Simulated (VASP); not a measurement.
Set up this calculation in VASP 6.6.1, as the native input.

- Task: electric field gradients
- Functional: LDA
- Potentials or basis: VASP PAW LDA potentials, release 64 (Li_sv, F)
- Cutoff: 650 eV
- k mesh: 10 × 10 × 10
- Occupations: fermi-dirac, width 0.03 eV
- Spin: no spin polarisation
- Dipole correction: no
- Further INCAR settings: ALGO = Normal; EDIFF = 1e-08; NBANDS = 12

The structure of LiF lies in POSCAR:

```
LiF
1.0
    0.0000000000      2.0140000000      1.9938600000
    2.0140000000      0.0000000000      1.9938600000
    2.0140000000      2.0140000000      0.0000000000
Li F
1 1
Direct
    0.0000000000      0.0000000000      0.0000000000
    0.5000000000      0.5000000000      0.5000000000
```

This cell differs from its parent crystal: zz strain of -1 %.

The input as run:

INCAR

```
SYSTEM = LiF
PREC = Accurate ; ENCUT = 650
EDIFF = 1E-8 ; ISMEAR = -1
SIGMA = 0.03 ; LREAL = .False.
LASPH = .True. ; NELM = 120
ALGO = Normal ; ISIF = 2
LWAVE = .False. ; LCHARG = .False.
LEFG = .True. ; NBANDS = 12
GGA_COMPAT = .False.
```

KPOINTS

```
Automatic mesh
0
Gamma
  10 10 10
  0 0 0
```

Potentials or basis: VASP PAW LDA potentials, release 64 (Li_sv, F).

Run with:

```sh
$ cat potpaw_LDA.64/Li_sv/POTCAR potpaw_LDA.64/F/POTCAR > POTCAR
$ mpirun -np 1 vasp_std > vasp.out
```

It gave:

```json
{
  "Pressure": "-6.6 GPa",
  "Band gap on the k mesh": "8.91 eV",
  "Largest electric field gradient by atom": "Li -0.0; F -0.4 V/Å²"
}
```

Caveat: the cell differs from its parent crystal (zz strain of -1 %); the cell stands under tension; without QUAD_EFG the Cq values of the log hold for a quadrupole moment of 1 mb, not for the nuclei.

Wall time 42 s on 1 thread of Intel Xeon 8259CL, on a shared host, peak memory 0.11 GiB.
